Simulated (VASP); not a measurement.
# MnSb in VASP: notebook, part 2 of 3

VASP 6.6.1. Earlier steps stand in the parts before.

### 3 Single point, PBEsol, collinear spin, ferromagnetic start

Input file INCAR:

```
SYSTEM = MnSb
PREC = Accurate ; ENCUT = 520
EDIFF = 1E-6 ; ISMEAR = 0
SIGMA = 0.1 ; LREAL = .False.
LASPH = .True. ; NELM = 150
ALGO = Normal ; ISIF = 2
LWAVE = .False. ; LCHARG = .True.
ISPIN = 2 ; MAGMOM = 0 4
LORBIT = 11 ; LMAXMIX = 4
GGA = PS ; LELF = .True.
LVHAR = .True. ; NBANDS = 20
```

Input file KPOINTS:

```
regular mesh
0
Gamma
  8 8 8
  0 0 0
```

Input file POSCAR:

```
MnSb
1.0
    0.0000000000      2.7950160000      2.7950160000
    2.7950160000      0.0000000000      2.7950160000
    2.7950160000      2.7950160000      0.0000000000
Sb Mn
1 1
Direct
    0.5000000000      0.5000000000      0.5000000000
    0.0000000000      0.0000000000      0.0000000000
```

Potentials or basis: VASP PAW PBE potentials, release 64 (Sb, Mn_pv).

Command:

```console
cat potpaw_PBE.64/Sb/POTCAR potpaw_PBE.64/Mn_pv/POTCAR > POTCAR
mpirun -np 1 vasp_std > vasp.out
```

OUTCAR:

```text
SYSTEM = MnSb
   PREC = Accurate
   ENCUT = 520
   EDIFF = 1E-6
   ISMEAR = 0
   LREAL = .False.
   LASPH = .True.
   NELM = 150
   ISIF = 2
   ISPIN = 2
   LORBIT = 11
   GGA = PS

 ion  position               nearest neighbor table
   1  0.500  0.500  0.500-   2 2.80   2 2.80   2 2.80   2 2.80   2 2.80   2 2.80
   2  0.000  0.000  0.000-   1 2.80   1 2.80   1 2.80   1 2.80   1 2.80   1 2.80

  LATTYP: Found a face centered cubic cell.
 ALAT       =     5.5900320000

  Lattice vectors:

 A1 = (   0.0000000000,   2.7950160000,   2.7950160000)
 A2 = (   2.7950160000,   0.0000000000,   2.7950160000)
 A3 = (   2.7950160000,   2.7950160000,   0.0000000000)

Analysis of symmetry for initial positions (statically):
=====================================================================
 Subroutine PRICEL returns:
 Original cell was already a primitive cell.

 Routine SETGRP: Setting up the symmetry group for a
 face centered cubic supercell.

 Subroutine GETGRP returns: Found 48 space group operations
 (whereof 48 operations were pure point group operations)
 out of a pool of 48 trial point group operations.

The static configuration has the point symmetry O_h .

Analysis of symmetry for dynamics (positions and initial velocities):
=====================================================================
 Subroutine PRICEL returns:
 Original cell was already a primitive cell.

 Routine SETGRP: Setting up the symmetry group for a
 face centered cubic supercell.

 Subroutine GETGRP returns: Found 48 space group operations
 (whereof 48 operations were pure point group operations)
 out of a pool of 48 trial point group operations.

The dynamic configuration has the point symmetry O_h .

Analysis of structural, dynamic, and magnetic symmetry:
=====================================================================
 Subroutine PRICEL returns:
 Original cell was already a primitive cell.

 Routine SETGRP: Setting up the symmetry group for a
 face centered cubic supercell.

 Subroutine GETGRP returns: Found 48 space group operations
 (whereof 48 operations were pure point group operations)
 out of a pool of 48 trial point group operations.

The overall configuration has the point symmetry O_h .

 Subroutine INISYM returns: Found 48 space group operations
 (whereof 48 operations are pure point group operations),
 and found     1 'primitive' translations

----------------------------------------------------------------------------------------

                                     Primitive cell

  volume of cell :      43.6700

  direct lattice vectors                    reciprocal lattice vectors
     0.000000000  2.795016000  2.795016000    -0.178889853  0.178889853  0.178889853
     2.795016000  0.000000000  2.795016000     0.178889853 -0.178889853  0.178889853
     2.795016000  2.795016000  0.000000000     0.178889853  0.178889853 -0.178889853

  length of vectors
     3.952749534  3.952749534  3.952749534     0.309846314  0.309846314  0.309846314

  position of ions in fractional coordinates (direct lattice)
     0.500000000  0.500000000  0.500000000
     0.000000000  0.000000000  0.000000000

  ion indices of the primitive-cell ions
   primitive index   ion index
                 1           1
                 2           2

----------------------------------------------------------------------------------------
[... 60 lines left out ...]
 SYSTEM =  MnSb
   PREC   = accura    normal or accurate (medium, high low for compatibility)
   ISTART =      0    job   : 0-new  1-cont  2-samecut
   ICHARG =      2    charge: 1-file 2-atom 10-const
   ISPIN  =      2    spin polarized calculation?
   LNONCOLLINEAR =      F non collinear calculations
   LSORBIT =      F    spin-orbit coupling
   LASPH  =      T    aspherical Exc in radial PAW
   ENCUT  =  520.0 eV  38.22 Ry    6.18 a.u.   7.35  7.35  7.35*2*pi/ulx,y,z
   NELM   =    150;   NELMIN=  2; NELMDL= -5     # of ELM steps
   EDIFF  = 0.1E-05   stopping-criterion for ELM
   LREAL  =      F    real-space projection
   EDIFFG = 0.1E-04   stopping-criterion for IOM
   NSW    =      0    number of steps for IOM
   IBRION =     -1    ionic relax: 0-MD 1-quasi-New 2-CG
   NFREE  =      0    steps in history (QN), initial steepest desc. (CG)
   ISIF   =      2    stress and relaxation
   ISYM   =      2    0-nonsym 1-usesym 2-fastsym
   POTIM  = 0.5000    time-step for ionic-motion
   TEBEG  =    0.0;   TEEND  =   0.0 temperature during run
   PSTRESS=    0.0 pullay stress
   NELECT =      18.0000    total number of electrons
   NUPDOWN=      -1.0000    fix difference up-down
   EMIN   =  10.00;   EMAX   =-10.00  energy-range for DOS
   EFERMI =   0.00;   METHOD = LEGACY
   ISMEAR =     0;   SIGMA  =   0.10  broadening in eV -4-tet -1-fermi 0-gaus
   EFERMI_NEDOS =   21; number of points for ismear=-14 and -15
   IALGO  =     38    algorithm
   IMIX   =      4    mixing-type and parameters
     AMIX     =   0.40;   BMIX     =  1.00
     AMIX_MAG =   1.60;   BMIX_MAG =  1.00
  volume/ion in A,a.u.               =      21.83       147.35
  Fermi-wavevector in a.u.,A,eV,Ry     =   1.218348  2.302344 20.196106  1.484372
  Thomas-Fermi vector in A             =   2.353638
   LORBIT       =     11    0 simple, 1 ext, 2 COOP (PROOUT), +10 PAW based schemes
   GGA     = PS    functional components
   LHFCALC =     F    Hartree Fock is set to
   AEXX    =    0.0000 exact exchange contribution
   IVDW    =     0    specifies the selected vdW correction
   LEPSILON=     F    determine dielectric tensor
   LRPA    =     F    only Hartree local field effects (RPA)
 spin polarized calculation
 Gauss-broadening in eV      SIGMA  =   0.10
  energy-cutoff  :      520.00
  volume of cell :       43.67
 maximum number of plane-waves:      1243
 NGX is ok and might be reduce to    30
   NGX = 15   NGY = 15   NGZ = 15

 number of electron      17.9999988 magnetization       3.8370678

 Free energy of the ion-electron system (eV)
  ---------------------------------------------------
  ext. energy  EPLUGINS =         0.00000000
  ---------------------------------------------------
  free energy    TOTEN  =       -13.79001307 eV

  energy without entropy =      -13.78489957  energy(sigma->0) =      -13.78745632

 E-fermi :   7.4067     XC(G=0): -10.7039

 val. band max:        7.4053514945   @ k =   0.2500   0.2500   0.0000
 cond. band min:       7.4408215690   @ k =   0.1250   0.0000   0.0000
 fundamental gap:      0.0354700746
 Fermi energy:         7.4067396598

 spin component 1

 k-point     1 :       0.0000    0.0000    0.0000
  band No.  band energies     occupation
      1     -42.6575      1.00000
      2     -42.6575      1.00000
      3     -42.6575      1.00000
      4      -4.0856      1.00000
      5       4.4244      1.00000
      6       4.4244      1.00000
[... 541 lines left out ...]
     19      21.5140      0.00000
     20      21.5612      0.00000

 [... further k-points ...]

 spin component 2

 k-point     1 :       0.0000    0.0000    0.0000
  band No.  band energies     occupation
      1     -38.7730      1.00000
      2     -38.7730      1.00000
      3     -38.7730      1.00000
      4      -3.9647      1.00000
      5       7.6311      0.00076
      6       7.6311      0.00076
[... 541 lines left out ...]
     19      21.8878      0.00000
     20      21.8920      0.00000

 [... further k-points ...]
[... 5 lines left out ...]
  --------------------------------------------------------------------------------------
  -------------------------------------------------------------------------------------
  Total       -1.1085691     -1.1085691     -1.1085691      0.0000000     -0.0000000     -0.0000000
  in kB      -40.6715244    -40.6715244    -40.6715244      0.0000000     -0.0000000     -0.0000000
  external PRESSURE =     -40.6715244 kB  Pullay stress =       0.0000000 kB

 VOLUME and BASIS-vectors are now :
 -----------------------------------------------------------------------------
  energy-cutoff  :      520.00
  volume of cell :       43.67
      direct lattice vectors                 reciprocal lattice vectors
     0.000000000  2.795016000  2.795016000    -0.178889853  0.178889853  0.178889853
     2.795016000  0.000000000  2.795016000     0.178889853 -0.178889853  0.178889853
     2.795016000  2.795016000  0.000000000     0.178889853  0.178889853 -0.178889853

 POSITION                                       TOTAL-FORCE (eV/Angst)
 -----------------------------------------------------------------------------------
      2.79502      2.79502      2.79502         0.000000     -0.000000      0.000000
      0.00000      0.00000      0.00000        -0.000000      0.000000     -0.000000
 -----------------------------------------------------------------------------------
    total drift:                               -0.000000      0.000000      0.000000

  FREE ENERGIE OF THE ION-ELECTRON SYSTEM (eV)
  ---------------------------------------------------
  free  energy   TOTEN  =       -13.7900130671 eV

  energy  without entropy=      -13.7848995720  energy(sigma->0) =      -13.78745632

 total charge

# of ion       s       p       d       tot
------------------------------------------
    1        1.145   1.292   0.035   2.472
    2        0.282   6.186   4.992  11.461
--------------------------------------------------
tot          1.427   7.478   5.028  13.932

 magnetization (x)

# of ion       s       p       d       tot
------------------------------------------
    1        0.012  -0.123   0.011  -0.100
    2        0.071   0.035   3.642   3.748
--------------------------------------------------
tot          0.083  -0.088   3.653   3.648
```

stdout:

```text
POSCAR found type information on POSCAR SbMn
 POSCAR found :  2 types and       2 ions
 scaLAPACK will be used
 -----------------------------------------------------------------------------
|                                                                             |
|                                                                             |
|     You enforced a specific xc type in the INCAR file but a different       |
|     I HOPE YOU KNOW WHAT YOU ARE DOING!                                     |
|                                                                             |
 -----------------------------------------------------------------------------

 LDA part: xc-table for (Slater+PW92), standard interpolation
 POSCAR, INCAR and KPOINTS ok, starting setup
 FFT: planning ... GRIDC
 FFT: planning ... GRID_SOFT
 FFT: planning ... GRID
 WAVECAR not read
 entering main loop
```

It took 42 s on 1 thread of Intel Xeon 6975P-C (Granite Rapids), shared host; peak memory 0.2 GiB.

Results:

* Free energy: -13.7900 eV
* Pressure: -4.1 GPa
* Net moment: 3.84 μB per cell
* Site moments: Sb -0.10; Mn +3.75 μB
* Valence electrons inside the program's atomic spheres: Sb 2.47; Mn 11.46

Levels at points of the mesh, in eV from the Fermi level:
Spin up:
```
           k point  band 7  band 8  band 9  band 10  band 11  band 12  band 13  band 14  band 15  band 16
(0.00, 0.00, 0.00)   -2.98   -2.75   -2.75     1.34     1.34     1.34     4.96     8.11     8.21     8.21
(0.50, 0.00, 0.00)   -3.68   -2.60   -2.60    -2.27     2.77     2.77     4.00     4.87     4.87     7.92
(0.50, 0.50, 0.00)   -2.57   -2.50   -2.50    -1.69    -1.48    -1.48     0.95     4.86    12.53    12.53
```
Spin down:
| k point | band 3 | band 4 | band 5 | band 6 | band 7 | band 8 | band 9 | band 10 | band 11 | band 12 |
| --- | --- | --- | --- | --- | --- | --- | --- | --- | --- | --- |
| (0.00, 0.00, 0.00) | -46.18 | -11.37 | 0.22 | 0.22 | 0.28 | 0.28 | 0.28 | 1.39 | 1.39 | 1.39 |
| (0.50, 0.00, 0.00) | -46.18 | -9.30 | -5.47 | -1.77 | -1.77 | 0.95 | 0.95 | 1.14 | 4.21 | 4.21 |
| (0.50, 0.50, 0.00) | -46.18 | -8.93 | -4.48 | -1.31 | -1.31 | -0.68 | 0.53 | 1.02 | 1.22 | 1.22 |

Caveat: the cell stands under tension; the PAW data sets were made with another functional, which shifts forces and pressure a little; spin-orbit coupling is left out, which moves the levels of the heavy elements; a cell with one magnetic atom can't hold antiferromagnetic order, which such compounds often take.

(Part 2 of 3 ends here.)
